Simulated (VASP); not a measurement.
# Pt in VASP: a series of runs

The runs below take Pt through single point, with PBEsol.

All numbers are computed with VASP 6.6.1; they aren't measurements. Logs are shortened: lines on timing, memory, paths and dates and some standing lists are left out, and cuts for length are marked.

### 1 The cell of the first run

It takes space group P6_3/mmc (No. 194, hexagonal). The conventional cell has a = 2.761 Å, b = 2.761 Å, c = 4.792 Å, α = 90.00°, β = 90.00°, γ = 120.00°. Within 3.6 Å of Pt (site symmetry -6m2) lie 12 Pt at 2.76 to 2.88 Å.

### 2 Single point, PBEsol

Contents of INCAR:

```
SYSTEM = Pt
PREC = Accurate
ENCUT = 520
EDIFF = 1E-6
ISMEAR = -1
SIGMA = 0.1
LREAL = .False.
LASPH = .True.
NELM = 60
ALGO = Normal
ISIF = 2
LWAVE = .False.
LCHARG = .False.
GGA = PS
NBANDS = 17
```

Contents of KPOINTS:

```
Automatic mesh
0
Gamma
  11 11 6
  0 0 0
```

Contents of POSCAR:

```
Pt
1.0
    2.7606656200      0.0000000000      0.0000000000
   -1.3803328100      2.3908065500      0.0000000000
    0.0000000000      0.0000000000      4.7921340000
Pt
2
Direct
    0.6666666689      0.3333333305      0.7500000000
    0.3333333311      0.6666666695      0.2500000000
```

Potentials or basis: VASP PAW PBE potentials, release 64 (Pt).

The run is started by

```bash
$ cat potpaw_PBE.64/Pt/POTCAR > POTCAR
$ mpirun -np 1 vasp_std > vasp.out
```

OUTCAR:

```text
SYSTEM = Pt
   PREC = Accurate
   ENCUT = 520
   EDIFF = 1E-6
   ISMEAR = -1
   LREAL = .False.
   LASPH = .True.
   NELM = 60
   ISIF = 2
   GGA = PS

 ion  position               nearest neighbor table
   1  0.667  0.333  0.750-   2 2.88   2 2.88   2 2.88   2 2.88   2 2.88   2 2.88
   2  0.333  0.667  0.250-   1 2.88   1 2.88   1 2.88   1 2.88   1 2.88   1 2.88

  LATTYP: Found a hexagonal cell.
 ALAT       =     2.7606656200
 C/A-ratio  =     1.7358618028

  Lattice vectors:

 A1 = (   2.7606656200,   0.0000000000,   0.0000000000)
 A2 = (  -1.3803328100,   2.3908065500,   0.0000000000)
 A3 = (   0.0000000000,   0.0000000000,   4.7921340000)

Analysis of symmetry for initial positions (statically):
=====================================================================
 Subroutine PRICEL returns:
 Original cell was already a primitive cell.

 Routine SETGRP: Setting up the symmetry group for a
 hexagonal supercell.

 Subroutine GETGRP returns: Found 24 space group operations
 (whereof 12 operations were pure point group operations)
 out of a pool of 24 trial point group operations.

The static configuration has the point symmetry D_3d.
 The point group associated with its full space group is D_6h.

Analysis of symmetry for dynamics (positions and initial velocities):
=====================================================================
 Subroutine PRICEL returns:
 Original cell was already a primitive cell.

 Routine SETGRP: Setting up the symmetry group for a
 hexagonal supercell.

 Subroutine GETGRP returns: Found 24 space group operations
 (whereof 12 operations were pure point group operations)
 out of a pool of 24 trial point group operations.

The dynamic configuration has the point symmetry D_3d.
 The point group associated with its full space group is D_6h.

 Subroutine INISYM returns: Found 24 space group operations
 (whereof 12 operations are pure point group operations),
 and found     1 'primitive' translations

----------------------------------------------------------------------------------------

                                     Primitive cell

  volume of cell :      31.6291

  direct lattice vectors                    reciprocal lattice vectors
     2.760665620  0.000000000  0.000000000     0.362231482  0.209134445  0.000000000
    -1.380332810  2.390806550  0.000000000     0.000000000  0.418268889  0.000000000
     0.000000000  0.000000000  4.792134000     0.000000000  0.000000000  0.208675300

  length of vectors
     2.760665620  2.760665613  4.792134000     0.418268888  0.418268889  0.208675300

  position of ions in fractional coordinates (direct lattice)
     0.666666669  0.333333330  0.750000000
     0.333333331  0.666666670  0.250000000

  ion indices of the primitive-cell ions
   primitive index   ion index
                 1           1
                 2           2

----------------------------------------------------------------------------------------

 KPOINTS: Automatic mesh

Automatic generation of k-mesh.
 Grid dimensions read from file:
 generate k-points for:   11   11    6

 Generating k-lattice:

  Cartesian coordinates                     Fractional coordinates (reciprocal lattice)
     0.032930135  0.019012222  0.000000000     0.090909091 -0.000000000  0.000000000
     0.000000000  0.038024444  0.000000000     0.000000000  0.090909091  0.000000000
     0.000000000  0.000000000  0.034779217     0.000000000  0.000000000  0.166666667

  Length of vectors
     0.038024444  0.038024444  0.034779217

  Shift w.r.t. Gamma in fractional coordinates (k-lattice)
     0.000000000  0.000000000  0.000000000

 Subroutine IBZKPT returns following result:
 ===========================================

 Found     64 irreducible k-points:

 Following reciprocal coordinates:
            Coordinates               Weight
  0.000000  0.000000  0.000000      1.000000
  0.090909 -0.000000  0.000000      6.000000
  0.181818  0.000000  0.000000      6.000000
  0.272727 -0.000000  0.000000      6.000000
  0.363636 -0.000000  0.000000      6.000000
  0.454545 -0.000000  0.000000      6.000000
[... 16 lines left out ...]
  0.090909  0.090909  0.166667     12.000000
  0.181818  0.090909  0.166667     24.000000
 [... further k-points ...]
   k-points           NKPTS =     64   k-points in BZ     NKDIM =     64   number of bands    NBANDS=     17
   number of dos      NEDOS =    301   number of ions     NIONS =      2
   total plane-waves  NPLWV =  20736
   dimension x,y,z NGX =    24 NGY =   24 NGZ =   36
   dimension x,y,z NGXF=    48 NGYF=   48 NGZF=   72
   ions per type =               2
   NGX,Y,Z   is equivalent  to a cutoff of  14.45, 14.45, 12.49 a.u.
   NGXF,Y,Z  is equivalent  to a cutoff of  28.91, 28.91, 24.98 a.u.
 SYSTEM =  Pt
   PREC   = accura    normal or accurate (medium, high low for compatibility)
   ISTART =      0    job   : 0-new  1-cont  2-samecut
   ICHARG =      2    charge: 1-file 2-atom 10-const
[... 95 lines left out ...]
     17      27.9273      0.00000

 k-point     4 :       0.2727   -0.0000    0.0000
  band No.  band energies     occupation
      1       2.6691      2.00000
      2       4.3423      2.00000
      3       5.6229      2.00000
      4       6.1650      2.00000
      5       6.3906      2.00000
      6       7.4623      2.00000
[... 9 lines left out ...]
     16      25.8702      0.00000
     17      28.1504      0.00000

 k-point     5 :       0.3636   -0.0000    0.0000
  band No.  band energies     occupation
      1       3.5083      2.00000
      2       4.0888      2.00000
      3       4.9144      2.00000
      4       6.4696      2.00000
      5       7.0685      2.00000
      6       7.1263      2.00000
[... 9 lines left out ...]
     16      24.0960      0.00000
     17      24.5113      0.00000

 k-point     6 :       0.4545   -0.0000    0.0000
  band No.  band energies     occupation
      1       3.7608      2.00000
      2       3.8680      2.00000
      3       4.5537      2.00000
      4       6.8492      2.00000
      5       7.0936      2.00000
      6       7.0969      2.00000
[... 9 lines left out ...]
     16      22.3236      0.00000
     17      23.5750      0.00000

 k-point     7 :       0.0909    0.0909    0.0000
  band No.  band energies     occupation
      1       1.2961      2.00000
      2       3.8646      2.00000
      3       5.9964      2.00000
      4       6.7533      2.00000
      5       6.9193      2.00000
      6       7.0256      2.00000
[... 9 lines left out ...]
     16      27.0723      0.00000
     17      28.6493      0.00000

 k-point     8 :       0.1818    0.0909    0.0000
  band No.  band energies     occupation
      1       2.3066      2.00000
      2       4.5088      2.00000
      3       5.7568      2.00000
      4       6.0187      2.00000
      5       6.4431      2.00000
      6       7.2760      2.00000
[... 9 lines left out ...]
     16      26.7964      0.00000
     17      28.2829      0.00000
[... 203 lines left out ...]
      1       1.7697      2.00000
      2       4.0286      2.00000
      3       6.0386      2.00000
      4       6.2001      2.00000
      5       6.5129      2.00000
      6       7.1830      2.00000
[... 9 lines left out ...]
     16      27.5127      0.00000
     17      27.9215      0.00000

 k-point    20 :       0.2727   -0.0000    0.1667
  band No.  band energies     occupation
      1       2.8091      2.00000
      2       4.3825      2.00000
      3       5.4859      2.00000
      4       6.0655      2.00000
      5       6.3769      2.00000
      6       7.4140      2.00000
[... 9 lines left out ...]
     16      25.8677      0.00000
     17      27.2233      0.00000

 k-point    21 :       0.3636   -0.0000    0.1667
  band No.  band energies     occupation
      1       3.4762      2.00000
      2       4.1211      2.00000
      3       5.0643      2.00000
      4       5.8634      2.00000
      5       7.1042      2.00000
      6       7.3951      2.00000
[... 9 lines left out ...]
     16      24.0056      0.00000
     17      25.2449      0.00000

 k-point    22 :       0.4545   -0.0000    0.1667
  band No.  band energies     occupation
      1       3.6075      2.00000
      2       3.8645      2.00000
      3       4.8695      2.00000
      4       5.8839      2.00000
      5       7.2504      2.00000
      6       7.3527      2.00000
[... 9 lines left out ...]
     16      22.8262      0.00000
     17      23.8695      0.00000

 k-point    23 :       0.0909    0.0909    0.1667
  band No.  band energies     occupation
      1       1.5169      2.00000
      2       3.8520      2.00000
      3       6.0462      2.00000
      4       6.3949      2.00000
      5       6.6224      2.00000
      6       7.1110      2.00000
[... 9 lines left out ...]
     16      27.1103      0.00000
     17      27.7551      0.00000

 k-point    24 :       0.1818    0.0909    0.1667
  band No.  band energies     occupation
      1       2.4888      2.00000
      2       4.5462      2.00000
      3       5.6896      2.00000
      4       5.8382      2.00000
      5       6.4156      2.00000
      6       6.9782      2.00000
[... 9 lines left out ...]
     16      26.6447      0.00000
     17      27.5859      0.00000

 [... further k-points ...]
[... 5 lines left out ...]
  --------------------------------------------------------------------------------------
  -------------------------------------------------------------------------------------
  Total       -1.9789078     -1.9789078     -2.3825619      0.0000000     -0.0000000      0.0000000
  in kB     -100.2418191   -100.2418184   -120.6889694      0.0000000     -0.0000000      0.0000000
  external PRESSURE =    -107.0575357 kB  Pullay stress =       0.0000000 kB

 VOLUME and BASIS-vectors are now :
 -----------------------------------------------------------------------------
  energy-cutoff  :      520.00
  volume of cell :       31.63
      direct lattice vectors                 reciprocal lattice vectors
     2.760665620  0.000000000  0.000000000     0.362231482  0.209134445  0.000000000
    -1.380332810  2.390806550  0.000000000     0.000000000  0.418268889  0.000000000
     0.000000000  0.000000000  4.792134000     0.000000000  0.000000000  0.208675300

 POSITION                                       TOTAL-FORCE (eV/Angst)
 -----------------------------------------------------------------------------------
      1.38033      0.79694      3.59410        -0.000000      0.000000      0.000000
     -0.00000      1.59387      1.19803         0.000000     -0.000000      0.000000
 -----------------------------------------------------------------------------------
    total drift:                               -0.000002      0.000001     -0.000001

  FREE ENERGIE OF THE ION-ELECTRON SYSTEM (eV)
  ---------------------------------------------------
  free  energy   TOTEN  =       -13.8039723870 eV

  energy  without entropy=      -13.6814458176  energy(sigma->0) =      -13.74270910
```

It took 33 s on 1 thread of Intel Xeon Platinum 8259CL at 2.50GHz (Skylake/Cascade Lake), shared host; peak memory 0.17 GiB.

Results:

```
Free energy            : -13.8040 eV
Pressure               : -10.7 GPa
Band gap on the k mesh : zero (band 10 reaches 10.59 eV, above the bottom of band 11 at 9.39 eV)
```

Caveat: the PAW data sets were made with another functional, which shifts forces and pressure a little; spin-orbit coupling is left out, which moves the levels of the heavy elements.

### 3 Single point, PBEsol

Contents of INCAR:

```
PREC     = Accurate       # precision mode
ENCUT    = 520            # plane-wave cutoff, eV
EDIFF    = 1E-6           # SCF threshold, eV
ISMEAR   = -1             # smearing method
SIGMA    = 0.1            # smearing width, eV
LREAL    = False          # projectors in reciprocal space
LASPH    = True           # aspherical terms in the spheres
NELM     = 100            # most SCF steps
ALGO     = Normal         # electronic algorithm
ISIF     = 2              # what is computed and relaxed
LWAVE    = False          # write WAVECAR
LCHARG   = False          # write CHGCAR
GGA      = PS             # functional
NBANDS   = 17             # bands
```

Contents of KPOINTS:

```
regular mesh
0
Gamma
  11 11 6
```

POSCAR: that of step 2 with these lines changed.

```diff
@@ -8,3 +8,3 @@
 Direct
-    0.6666666689      0.3333333305      0.7500000000
+    0.6624839800      0.3249679528      0.7500000000
     0.3333333311      0.6666666695      0.2500000000
```

Potentials or basis: VASP PAW PBE potentials, release 64 (Pt).

The run is started by

```bash
$ cat potpaw_PBE.64/Pt/POTCAR > POTCAR
$ mpirun -np 1 vasp_std > vasp.out
```

It took 65 s on 1 thread of Intel Xeon Platinum 8259CL at 2.50GHz (Skylake/Cascade Lake), shared host; peak memory 0.2 GiB.

The run converged. Its results:

| Item | Value |
| --- | --- |
| Free energy | -13.8040 eV |
| Pressure | -10.7 GPa |
| Band gap on the k mesh | zero (band 10 reaches 10.59 eV, above the bottom of band 11 at 9.41 eV) |

Forces on the atoms (eV/Å):
```
Pt   0.000 -0.003  0.000
Pt   0.000  0.003  0.000
```

Stress tensor (GPa, compression positive):
```
-10.09   0.00   0.00
  0.00  -9.96   0.00
  0.00   0.00 -12.06
```

Levels at points of the mesh, in eV from the Fermi level:
```
           k point  band 7  band 8  band 9  band 10  band 11  band 12  band 13  band 14
(0.00, 0.00, 0.00)   -3.04   -1.84   -1.76    -0.79    -0.26    -0.19     4.62    15.10
(0.00, 0.00, 0.50)   -3.40   -3.40   -0.81    -0.81    -0.78    -0.78    11.85    11.85
```

Caveat: the PAW data sets were made with another functional, which shifts forces and pressure a little; spin-orbit coupling is left out, which moves the levels of the heavy elements.

### 4 Single point, PBEsol

Contents of INCAR:

```
SYSTEM = Pt
PREC = Accurate
ENCUT = 520
EDIFF = 1E-6
ISMEAR = -1
SIGMA = 0.1
LREAL = .False.
LASPH = .True.
NELM = 100
ALGO = Normal
ISIF = 2
LWAVE = .False.
LCHARG = .True.
GGA = PS
LELF = .True.
LVHAR = .True.
NBANDS = 17
```

Contents of KPOINTS:

```
Automatic mesh
0
Gamma
  11 11 6
  0 0 0
```

POSCAR: that of step 3 with these lines changed.

```diff
@@ -8,3 +8,3 @@
 Direct
-    0.6624839800      0.3249679528      0.7500000000
+    0.6645753244      0.3291506417      0.7500000000
     0.3333333311      0.6666666695      0.2500000000
```

The run is started by

```bash
$ cat potpaw_PBE.64/Pt/POTCAR > POTCAR
$ mpirun -np 1 vasp_std > vasp.out
```

Wall time 68 s (1 thread of Intel Xeon Platinum 8259CL at 2.50GHz (Skylake/Cascade Lake), shared host); peak memory 0.2 GiB.

Results (log left out):

* Free energy: -13.8040 eV
* Pressure: -10.7 GPa
* Band gap on the k mesh: zero (band 10 reaches 10.59 eV, above the bottom of band 11 at 9.40 eV)

Stress tensor (GPa, compression positive):
```
-10.06   0.00   0.00
  0.00  -9.99   0.00
  0.00   0.00 -12.07
```

Levels at points of the mesh, in eV from the Fermi level:
| k point | band 7 | band 8 | band 9 | band 10 | band 11 | band 12 | band 13 | band 14 |
| --- | --- | --- | --- | --- | --- | --- | --- | --- |
| (0.00, 0.00, 0.00) | -3.04 | -1.82 | -1.78 | -0.79 | -0.24 | -0.20 | 4.62 | 15.10 |
| (0.00, 0.00, 0.50) | -3.40 | -3.40 | -0.80 | -0.80 | -0.79 | -0.79 | 11.85 | 11.85 |

Caveat: the PAW data sets were made with another functional, which shifts forces and pressure a little; spin-orbit coupling is left out, which moves the levels of the heavy elements.

### 5 Single point, PBEsol

Contents of INCAR:

```
  ALGO = Normal
  EDIFF = 1E-6
  ENCUT = 520
  GGA = PS
  ISIF = 2
  ISMEAR = -1
  LASPH = True
  LCHARG = False
  LREAL = False
  LWAVE = False
  NBANDS = 17
  NELM = 60
  PREC = Accurate
  SIGMA = 0.1
```

Contents of KPOINTS:

```
k-points
0
Gamma
  11 11 6
```

POSCAR: that of step 4 with these lines changed.

```diff
@@ -8,3 +8,3 @@
 Direct
-    0.6645753244      0.3291506417      0.7500000000
+    0.6687580133      0.3375160194      0.7500000000
     0.3333333311      0.6666666695      0.2500000000
```

The run is started by

```bash
$ cat potpaw_PBE.64/Pt/POTCAR > POTCAR
$ mpirun -np 1 vasp_std > vasp.out
```

Run time: 60 s. Hardware: 1 thread of Intel Xeon Platinum 8259CL at 2.50GHz (Skylake/Cascade Lake), shared host; peak memory 0.2 GiB.

It converged, with:

```yaml
Free_energy: -13.8040 eV
Pressure: -10.7 GPa
Band_gap_on_the_k_mesh: zero (band 10 reaches 10.59 eV, above the bottom of band 11 at 9.40 eV)
```

Forces on the atoms (eV/Å):
```
Pt   0.000  0.002  0.000
Pt   0.000 -0.002  0.000
```

Stress tensor (GPa, compression positive):
```
 -9.99   0.00   0.00
  0.00 -10.05   0.00
  0.00   0.00 -12.07
```

Levels at points of the mesh, in eV from the Fermi level:
```csv
k point,band 7,band 8,band 9,band 10,band 11,band 12,band 13,band 14
"(0.00, 0.00, 0.00)",-3.04,-1.82,-1.78,-0.79,-0.24,-0.20,4.62,15.10
"(0.00, 0.00, 0.50)",-3.40,-3.40,-0.80,-0.80,-0.79,-0.79,11.85,11.85
```

Caveat: the PAW data sets were made with another functional, which shifts forces and pressure a little; spin-orbit coupling is left out, which moves the levels of the heavy elements.

### 6 Single point, PBEsol

Contents of INCAR:

```
SYSTEM = Pt
PREC = Accurate ; ENCUT = 520
EDIFF = 1E-7 ; ISMEAR = -1
SIGMA = 0.1 ; LREAL = .False.
LASPH = .True. ; NELM = 60
ALGO = Normal ; ISIF = 2
LWAVE = .False. ; LCHARG = .True.
GGA = PS ; LELF = .True.
LVHAR = .True. ; NBANDS = 17
```

Contents of KPOINTS:

```
regular mesh
0
Gamma
  11 11 6
  0 0 0
```

POSCAR: that of step 5 with these lines changed.

```diff
@@ -8,3 +8,3 @@
 Direct
-    0.6687580133      0.3375160194      0.7500000000
+    0.6708493578      0.3416987083      0.7500000000
     0.3333333311      0.6666666695      0.2500000000
```

Potentials or basis: VASP PAW PBE potentials, release 64 (Pt).

The run is started by

```bash
$ cat potpaw_PBE.64/Pt/POTCAR > POTCAR
$ mpirun -np 1 vasp_std > vasp.out
```

Wall time 70 s (1 thread of Intel Xeon Platinum 8259CL at 2.50GHz (Skylake/Cascade Lake), shared host); peak memory 0.2 GiB.

It converged, with:

| Item | Value |
| --- | --- |
| Free energy | -13.8040 eV |
| Pressure | -10.7 GPa |
| Largest force | 0.005 eV/Å |
| Band gap on the k mesh | zero (band 10 reaches 10.59 eV, above the bottom of band 11 at 9.41 eV) |

Forces in eV/Å, atoms in the order of the input:
```
Pt   0.000  0.005  0.000
Pt   0.000 -0.005  0.000
```

Stress tensor (GPa, compression positive):
```
 -9.97   0.00   0.00
  0.00 -10.08   0.00
  0.00   0.00 -12.06
```

Levels at points of the mesh, in eV from the Fermi level:
| k point | band 6 | band 7 | band 8 | band 9 | band 10 | band 11 | band 12 | band 13 | band 14 | band 15 |
| --- | --- | --- | --- | --- | --- | --- | --- | --- | --- | --- |
| (0.00, 0.00, 0.00) | -3.06 | -3.04 | -1.84 | -1.76 | -0.79 | -0.26 | -0.19 | 4.62 | 15.10 | 15.66 |
| (0.00, 0.00, 0.50) | -3.41 | -3.40 | -3.40 | -0.81 | -0.81 | -0.78 | -0.78 | 11.85 | 11.85 | 15.52 |

Caveat: the PAW data sets were made with another functional, which shifts forces and pressure a little; spin-orbit coupling is left out, which moves the levels of the heavy elements.
